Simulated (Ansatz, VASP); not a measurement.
**PbSe: VASP beside Ansatz**

File INCAR:

```
SYSTEM = PbSe
PREC = Accurate
ENCUT = 400
EDIFF = 1E-8
ISMEAR = -1
SIGMA = 0.02
LREAL = .False.
LASPH = .True.
NELM = 120
ALGO = Normal
ISIF = 2
LWAVE = .False.
LCHARG = .False.
GGA = PE
LEFG = .True.
NBANDS = 17
GGA_COMPAT = .False.
```

The input KPOINTS:

```
regular mesh
0
Gamma
  7 7 7
  0 0 0
```

The input POSCAR:

```
PbSe
1.0
    0.0000000000      3.0319802988      3.1233930000
    3.0319802988      0.0000000000      3.1233930000
    3.0319802988      3.0319802988      0.0000000000
Pb Se
1 1
Direct
    0.0000000000      0.0000000000      0.0000000000
    0.5000000000      0.5000000000      0.5000000000
```

Input for Ansatz:

```yaml
crystal:
  lattice:
    - [0.0, 3.0319802988, 3.123393]
    - [3.0319802988, 0.0, 3.123393]
    - [3.0319802988, 3.0319802988, 0.0]
  atoms:
    - { symbol: Pb, position: [0.0, 0.0, 0.0] }
    - { symbol: Se, position: [0.5, 0.5, 0.5] }
kpoints:
  mp_grid: { grid: [7, 7, 7] }
scf:
  occupations: { method: fermi_dirac, width: 0.02 }
hamiltonian:
  xc: pbe
  pseudopotentials: { kind: paw }
output:
  forces: true
  stress: true
  eigenvalues: true
  efg: { contact_densities: true }
```

Change from the starting cell: z stretched by +2 % at fixed volume, PAW files.

Alike in both runs: task electric field gradients; functional PBE; k mesh 7 × 7 × 7; occupations fermi-dirac, width 0.02 eV; no spin polarisation.

|  | VASP | Ansatz |
| --- | --- | --- |
| version | VASP 6.6.1 | Ansatz 0.2.0 |
| potentials or method | VASP PAW PBE potentials, release 64 (Pb_d, Se) | PAW with Ansatz's default frozen-core files, scalar-relativistic |
| plane-wave cutoff (eV) | 400 | 420 |
| valence electrons in the cell | 20 | 30 |

|  | VASP | Ansatz | Ansatz less VASP |
| --- | --- | --- | --- |
| gap on the k mesh at the Fermi level (eV) | 0.85 | 0.84 | -0.001 |
| pressure (GPa) | 2.4 | 2.4 | +0.03 |
| traceless stress, the component that is largest in VASP (GPa) | -2.39 | -2.38 | +0.007 |
| size of Vzz on the site where it differs most (V/Å²) | 89.2 | 94.7 | +5.57 |

VASP's potentials hold 20 valence electrons a cell and Ansatz's 30, so a difference there can come from the potentials and not from the codes.

Spin-orbit coupling is off throughout.
